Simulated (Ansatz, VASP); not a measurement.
Two plane-wave programs on Na2P3

Contents of INCAR:

```
SYSTEM = Na2P3
  ALGO = Normal
  EDIFF = 1E-7
  ENCUT = 520
  GGA = PE
  ISIF = 2
  ISMEAR = 1
  LASPH = .TRUE.
  LCHARG = .TRUE.
  LELF = .TRUE.
  LREAL = .FALSE.
  LVHAR = .TRUE.
  LWAVE = .FALSE.
  NBANDS = 40
  NELM = 100
  PREC = Accurate
  SIGMA = 0.0159
```

The input KPOINTS:

```
k-points
0
G
  5 5 5
  0 0 0
```

POSCAR

```
Na2P3
1.0
   -4.3759230000      0.0000000000      4.1415920000
    4.3759230000      0.0000000000      4.1415920000
    0.0000000000      6.5818760000      4.1415920000
Na P
4 6
Direct
    0.7500000000      0.2500000000      0.5000000000
    0.2500000000      0.7500000000      0.5000000000
    0.7122700000      0.2877300000      0.0000000000
    0.2877300000      0.7122700000      0.0000000000
    0.1246000000      0.1246000000      0.1424000000
    0.2670000000      0.2670000000      0.8576000000
    0.8754000000      0.8754000000      0.8576000000
    0.7330000000      0.7330000000      0.1424000000
    0.8565000000      0.8565000000      0.2870000000
    0.1435000000      0.1435000000      0.7130000000
```

Input for Ansatz:

```yaml
crystal:
  lattice:
    - [-4.375923, 0.0, 4.141592]
    - [4.375923, 0.0, 4.141592]
    - [0.0, 6.581876, 4.141592]
  atoms:
    - { symbol: Na, position: [0.75, 0.25, 0.5] }
    - { symbol: Na, position: [0.25, 0.75, 0.5] }
    - { symbol: P, position: [0.1246, 0.1246, 0.1424] }
    - { symbol: P, position: [0.267, 0.267, 0.8576] }
    - { symbol: P, position: [0.8754, 0.8754, 0.8576] }
    - { symbol: P, position: [0.733, 0.733, 0.1424] }
    - { symbol: P, position: [0.8565, 0.8565, 0.287] }
    - { symbol: P, position: [0.1435, 0.1435, 0.713] }
    - { symbol: Na, position: [0.71227, 0.28773, 0.0] }
    - { symbol: Na, position: [0.28773, 0.71227, 0.0] }
  symmetry: { tolerance: 0.0003 }
kpoints:
  mp_grid: { grid: [5, 5, 5], shift: [0, 0, 0] }
  band_path:
    path:
      - [0.0, 0.0, 0.0]
      - [-0.5, 0.5, 0.0]
      - [-0.37495553, 0.62504447, 0.12504447]
      - [0.37495553, 0.37495553, 0.87495553]
      - [0.0, 0.0, 0.5]
      - [-0.41858579, 0.41858579, 0.5]
      - [0.41858579, 0.58141421, 0.5]
      - [0.5, 0.5, 0.5]
      - [0.5, 0.5, 0.68418755]
      - [-0.5, 0.5, 0.31581245]
      - [-0.5, 0.5, 0.0]
    npoints: 6
magnetization:
  spin_polarized: false
scf:
  occupations: { method: cold, width: 0.0186 }
  lower_state_search: "off"
  max_iter: 200
hamiltonian:
  pseudopotentials: { kind: paw }
  xc: pbe
basis:
  ecutwfc: 420
  fft_grid_basis: typed
output:
  forces: true
  stress: true
  eigenvalues: true
  bader: true
  populations: true
  elf: true
  write_potential: true
  volumetric_format: npy
  dos:
    e_range: [-12, 8]
    de: 0.05
    projected: { site_lists: { Na: [Na], P: [P] } }
checkpoint:
  read: saved_state
```

Alike in both runs: task single point; functional PBE; k mesh 5 × 5 × 5; no spin polarisation.

```csv
,VASP,Ansatz
version,VASP 6.6.1,Ansatz 0.2.0
potentials or method,"VASP PAW PBE potentials, release 64 (Na_pv, P), cutoff 520 eV",PAW plane waves
occupations,"methfessel-paxton of order 1, width 0.0159 eV","cold, width 0.0186 eV"
valence electrons in the cell,58,66
```

Ansatz gave:

- gap on the k mesh at the Fermi level (eV): 0.11
- pressure (GPa): 16.8
- rms of the force components (eV/Å): 3.426

Task: Which values does VASP return?

Result: gap on the k mesh at the Fermi level (eV): 0.11; pressure (GPa): 16.4; rms of the force components (eV/Å): 3.356.

VASP's potentials hold 58 valence electrons a cell and Ansatz's 66, so a difference there can come from the potentials and not from the codes.
